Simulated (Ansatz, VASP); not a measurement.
TePb: VASP beside Ansatz

```xyz
2
Lattice="0.0000 3.2678 3.2678 3.2678 0.0000 3.2678 3.2678 3.2678 0.0000" Properties=species:S:1:pos:R:3 pbc="T T T"
Pb    0.0000    0.0000    0.0000
Te    3.2678    3.2678    3.2678
```

Alike in both runs: task single point; functional PBE; k mesh 6 × 6 × 6; occupations gaussian, width 0.001 eV; no spin polarisation.

|  | VASP | Ansatz |
| --- | --- | --- |
| version | VASP 6.6.1 | Ansatz 0.2.0 |
| potentials or method | VASP PAW PBE potentials, release 64 (Pb_d, Te) | plane waves |
| plane-wave cutoff (eV) | 520 | 420 |
| valence electrons in the cell | 20 | 30 |

```csv
,VASP,Ansatz,Ansatz less VASP
gap on the k mesh at the Fermi level (eV),0.80,0.80,-0.005
pressure (GPa),0.6,0.6,+0.06
```

VASP's potentials hold 20 valence electrons a cell and Ansatz's 30, so a difference there can come from the potentials and not from the codes.

Spin-orbit coupling is off throughout.
